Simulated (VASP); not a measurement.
# TaNi3 (Fmmm) in VASP: a series of runs

The runs below take TaNi3 through single point, with LDA.

Program: VASP 6.6.1. These are calculated values, not measurements. Logs are shortened: lines on timing, memory, paths and dates and some standing lists are left out, and cuts for length are marked.

## (1) The cell of the first run

It takes space group Fmmm (No. 69, orthorhombic). The conventional cell has a = 5.093 Å, b = 5.102 Å, c = 7.409 Å, α = 90.00°, β = 90.00°, γ = 90.00°. Within 3.4 Å of Ta (site symmetry mmm) lie 12 Ni at 2.55 to 2.58 Å. Within 3.4 Å of Ni (site symmetry mmm) lie 4 Ta at 2.55 Å and 8 Ni at 2.58 Å. Ni (site symmetry 222) has 8 Ni at 2.55 to 2.58 Å and 4 Ta at 2.58 Å within 3.4 Å.

## (2) Single point, LDA, collinear spin, ferromagnetic start

INCAR

```
SYSTEM = TaNi3
PREC     = Accurate       ! precision mode
ENCUT    = 520            ! plane-wave cutoff, eV
EDIFF    = 1E-7           ! SCF threshold, eV
ISMEAR   = -1             ! smearing method
SIGMA    = 0.05           ! smearing width, eV
LREAL    = .FALSE.        ! projectors in reciprocal space
LASPH    = .TRUE.         ! aspherical terms in the spheres
NELM     = 150            ! most SCF steps
ALGO     = Normal         ! electronic algorithm
ISIF     = 2              ! what is computed and relaxed
LWAVE    = .FALSE.        ! write WAVECAR
LCHARG   = .FALSE.        ! write CHGCAR
ISPIN    = 2              ! spin polarisation
MAGMOM   = 0.6 1.5 1.5 1.5 ! initial moments
LORBIT   = 11             ! projections on sites
LMAXMIX  = 4              ! l up to which the mixer works
GGA      = CA             ! functional
NBANDS   = 32             ! bands
```

KPOINTS

```
Automatic mesh
0
G
  8 8 8
  0 0 0
```

POSCAR

```
TaNi3
1.0
    0.0000000000      2.5511481569      3.7045443348
    2.5463897099      0.0000000000      3.7045443348
    2.5463897099      2.5511481569      0.0000000000
Ta Ni
1 3
Direct
    0.0000000000      0.0000000000      0.0000000000
    0.5000000000      0.5000000000      0.5000000000
    0.2500000000      0.2500000000      0.2500000000
    0.7500000000      0.7500000000      0.7500000000
```

Potentials or basis: VASP PAW LDA potentials, release 64 (Ta_pv, Ni).

The run is started by

```sh
cat potpaw_LDA.64/Ta_pv/POTCAR potpaw_LDA.64/Ni/POTCAR > POTCAR
mpirun -np 1 vasp_std > vasp.out
```

OUTCAR:

```text
SYSTEM = TaNi3
   PREC = Accurate
   ENCUT = 520
   EDIFF = 1E-7
   ISMEAR = -1
   LREAL = .FALSE.
   LASPH = .TRUE.
   NELM = 150
   ISIF = 2
   ISPIN = 2
   LORBIT = 11
   GGA = CA

 ion  position               nearest neighbor table
   1  0.000  0.000  0.000-   2 2.55   2 2.55   2 2.55   2 2.55   3 2.58   4 2.58   4 2.58   3 2.58
                             3 2.58   4 2.58   4 2.58   3 2.58
   2  0.500  0.500  0.500-   1 2.55   1 2.55   1 2.55   1 2.55   4 2.58   3 2.58   3 2.58   3 2.58
                             4 2.58   4 2.58   3 2.58   4 2.58
   3  0.250  0.250  0.250-   4 2.55   4 2.55   4 2.55   4 2.55   2 2.58   1 2.58   1 2.58   2 2.58
                             1 2.58   2 2.58   2 2.58   1 2.58
   4  0.750  0.750  0.750-   3 2.55   3 2.55   3 2.55   3 2.55   1 2.58   2 2.58   2 2.58   1 2.58
                             1 2.58   2 2.58   1 2.58   2 2.58

  LATTYP: Found a face centered orthorhombic cell.
 ALAT       =     5.0927794198
 B/A-ratio  =     1.0018687034
 C/A-ratio  =     1.4548222216

  Lattice vectors:

 A1 = (   0.0000000000,   2.5511481569,   3.7045443348)
 A2 = (   2.5463897099,   0.0000000000,   3.7045443348)
 A3 = (   2.5463897099,   2.5511481569,   0.0000000000)

Analysis of symmetry for initial positions (statically):
=====================================================================
 Subroutine PRICEL returns:
 Original cell was already a primitive cell.

 Routine SETGRP: Setting up the symmetry group for a
 face centered orthorhombic supercell.

 Subroutine GETGRP returns: Found  8 space group operations
 (whereof  8 operations were pure point group operations)
 out of a pool of  8 trial point group operations.

The static configuration has the point symmetry D_2h.

Analysis of symmetry for dynamics (positions and initial velocities):
=====================================================================
 Subroutine PRICEL returns:
 Original cell was already a primitive cell.

 Routine SETGRP: Setting up the symmetry group for a
 face centered orthorhombic supercell.

 Subroutine GETGRP returns: Found  8 space group operations
 (whereof  8 operations were pure point group operations)
 out of a pool of  8 trial point group operations.

The dynamic configuration has the point symmetry D_2h.

Analysis of structural, dynamic, and magnetic symmetry:
=====================================================================
 Subroutine PRICEL returns:
 Original cell was already a primitive cell.

 Routine SETGRP: Setting up the symmetry group for a
 face centered orthorhombic supercell.

 Subroutine GETGRP returns: Found  8 space group operations
 (whereof  8 operations were pure point group operations)
 out of a pool of  8 trial point group operations.

The overall configuration has the point symmetry D_2h.

 Subroutine INISYM returns: Found  8 space group operations
 (whereof  8 operations are pure point group operations),
[... 130 lines left out ...]
   LRPA    =     F    only Hartree local field effects (RPA)
 spin polarized calculation
  energy-cutoff  :      520.00
  volume of cell :       48.13
 maximum number of plane-waves:      1316
 NGX is ok and might be reduce to    36
   NGX = 17   NGY = 17   NGZ = 13

 number of electron      40.9999992 magnetization       0.0057788

 number of electron      40.9999992 magnetization      -0.0000205

 Free energy of the ion-electron system (eV)
  ---------------------------------------------------
  ext. energy  EPLUGINS =         0.00000000
  ---------------------------------------------------
  free energy    TOTEN  =       -34.14477396 eV

  energy without entropy =      -34.13252559  energy(sigma->0) =      -34.13864977

 E-fermi :   8.6636     XC(G=0): -13.6100

 val. band max:        8.6459918270   @ k =  -0.3750   0.0000   0.3750
 cond. band min:       8.6830845152   @ k =   0.5000   0.2500   0.0000
 fundamental gap:      0.0370926882
 Fermi energy:         8.6636163913

 spin component 1

 k-point     1 :       0.0000    0.0000    0.0000
  band No.  band energies     occupation
      1     -25.7764      1.00000
      2     -25.7747      1.00000
      3     -25.7690      1.00000
      4      -0.4871      1.00000
      5       3.6988      1.00000
      6       4.2603      1.00000
[... 829 lines left out ...]
     31      20.9238      0.00000
     32      21.1931      0.00000

 [... further k-points ...]

 spin component 2

 k-point     1 :       0.0000    0.0000    0.0000
  band No.  band energies     occupation
      1     -25.7764      1.00000
      2     -25.7747      1.00000
      3     -25.7690      1.00000
      4      -0.4871      1.00000
      5       3.6988      1.00000
      6       4.2603      1.00000
[... 829 lines left out ...]
     31      20.9238      0.00000
     32      21.1931      0.00000

 [... further k-points ...]
[... 5 lines left out ...]
  --------------------------------------------------------------------------------------
  -------------------------------------------------------------------------------------
  Total       -2.7436856     -2.8669702     -2.7039037      0.0000000      0.0000000      0.0000000
  in kB      -91.3312867    -95.4351641    -90.0070352      0.0000000      0.0000000      0.0000000
  external PRESSURE =     -92.2578287 kB  Pullay stress =       0.0000000 kB

 VOLUME and BASIS-vectors are now :
 -----------------------------------------------------------------------------
  energy-cutoff  :      520.00
  volume of cell :       48.13
      direct lattice vectors                 reciprocal lattice vectors
     0.000000000  2.551148157  3.704544335    -0.196356433  0.195990185  0.134969366
     2.546389710  0.000000000  3.704544335     0.196356433 -0.195990185  0.134969366
     2.546389710  2.551148157  0.000000000     0.196356433  0.195990185 -0.134969366

 POSITION                                       TOTAL-FORCE (eV/Angst)
 -----------------------------------------------------------------------------------
      0.00000      0.00000      0.00000        -0.000000      0.000000      0.000000
      2.54639      2.55115      3.70454        -0.000000      0.000000      0.000000
      1.27319      1.27557      1.85227         0.000000      0.000000     -0.000000
      3.81958      3.82672      5.55682         0.000000     -0.000000      0.000000
 -----------------------------------------------------------------------------------
    total drift:                                0.000000      0.000000      0.000000

  FREE ENERGIE OF THE ION-ELECTRON SYSTEM (eV)
  ---------------------------------------------------
  free  energy   TOTEN  =       -34.1447739567 eV

  energy  without entropy=      -34.1325255904  energy(sigma->0) =      -34.13864977

 total charge

# of ion       s       p       d       tot
------------------------------------------
    1        0.394   6.209   2.309   8.912
    2        0.552   0.531   8.406   9.489
    3        0.528   0.556   8.381   9.465
    4        0.528   0.556   8.381   9.465
--------------------------------------------------
tot          2.002   7.852  27.476  37.330

 magnetization (x)

# of ion       s       p       d       tot
------------------------------------------
    1       -0.000  -0.000  -0.000  -0.000
    2        0.000  -0.000  -0.000  -0.000
    3       -0.000  -0.000  -0.000  -0.000
    4       -0.000  -0.000  -0.000  -0.000
--------------------------------------------------
tot         -0.000  -0.000  -0.000  -0.000
```

It took 7.5 min on 1 thread of Intel Xeon Platinum 8488C (Sapphire Rapids), shared host; peak memory 0.31 GiB.

Results:

```yaml
Free_energy: -34.1448 eV
Pressure: -9.2 GPa
Net_moment: 0.00 μB per cell
Valence_electrons_inside_the_program's_atomic_spheres: Ta 8.91; Ni 9.49, 9.46
```

Levels at points of the mesh, in eV from the Fermi level:
Spin up:
```csv
k point,band 17,band 18,band 19,band 20,band 21,band 22,band 23,band 24
"(0.00, 0.00, 0.00)",-1.24,-0.89,-0.32,1.14,1.16,1.35,1.35,2.23
"(0.50, 0.00, 0.00)",-1.43,-1.37,-0.92,-0.77,-0.45,0.33,1.97,2.43
"(0.50, 0.50, 0.00)",-0.93,-0.81,-0.78,-0.32,1.71,2.57,2.78,2.79
"(0.50, 0.00, 0.50)",-1.29,-1.18,-0.72,-0.13,0.37,0.93,1.05,1.48
"(0.00, 0.50, 0.50)",-1.30,-1.18,-0.73,-0.14,0.35,0.92,1.08,1.49
```
Spin down:
```tsv
k point	band 17	band 18	band 19	band 20	band 21	band 22	band 23	band 24
(0.00, 0.00, 0.00)	-1.24	-0.89	-0.32	1.14	1.16	1.35	1.35	2.23
(0.50, 0.00, 0.00)	-1.43	-1.37	-0.92	-0.77	-0.45	0.33	1.97	2.43
(0.50, 0.50, 0.00)	-0.93	-0.81	-0.78	-0.32	1.71	2.57	2.78	2.79
(0.50, 0.00, 0.50)	-1.29	-1.18	-0.72	-0.13	0.37	0.93	1.05	1.48
(0.00, 0.50, 0.50)	-1.30	-1.18	-0.73	-0.14	0.35	0.92	1.08	1.49
```

Caveat: the starting moments collapsed, and a magnetic state may lie lower; spin-orbit coupling is left out, which moves the levels of the heavy elements.

## (3) Single point, LDA

INCAR

```
SYSTEM = TaNi3
ALGO = Normal ; EDIFF = 1E-6
ENCUT = 520 ; GGA = CA
ISIF = 2 ; ISMEAR = -1
LASPH = .TRUE. ; LCHARG = .TRUE.
LELF = .TRUE. ; LREAL = .FALSE.
LVHAR = .TRUE. ; LWAVE = .FALSE.
NBANDS = 28 ; NELM = 100
PREC = Accurate ; SIGMA = 0.05
```

KPOINTS

```
k-points
0
G
  8 8 8
  0 0 0
```

POSCAR is that of step 2.

Potentials or basis: VASP PAW LDA potentials, release 64 (Ta_pv, Ni).

The run is started by

```sh
cat potpaw_LDA.64/Ta_pv/POTCAR potpaw_LDA.64/Ni/POTCAR > POTCAR
mpirun -np 1 vasp_std > vasp.out
```

Wall time 2.9 min (1 thread of Intel Xeon Platinum 8488C (Sapphire Rapids), shared host); peak memory 0.23 GiB.

Results (log left out):

| Item | Value |
| --- | --- |
| Free energy | -34.1448 eV |
| Pressure | -9.2 GPa |

Stress tensor (GPa, compression positive):
```
-9.06  0.00  0.00
 0.00 -9.47  0.00
 0.00  0.00 -8.92
```

Levels at points of the mesh, in eV from the Fermi level:
| k point | band 18 | band 19 | band 20 | band 21 | band 22 | band 23 |
| --- | --- | --- | --- | --- | --- | --- |
| (0.00, 0.00, 0.00) | -0.89 | -0.32 | 1.14 | 1.16 | 1.35 | 1.35 |
| (0.50, 0.00, 0.00) | -1.37 | -0.92 | -0.77 | -0.45 | 0.33 | 1.97 |
| (0.50, 0.50, 0.00) | -0.81 | -0.78 | -0.32 | 1.71 | 2.57 | 2.78 |
| (0.50, 0.00, 0.50) | -1.18 | -0.72 | -0.13 | 0.37 | 0.93 | 1.05 |
| (0.00, 0.50, 0.50) | -1.18 | -0.73 | -0.14 | 0.35 | 0.92 | 1.08 |

Caveat: spin-orbit coupling is left out, which moves the levels of the heavy elements.
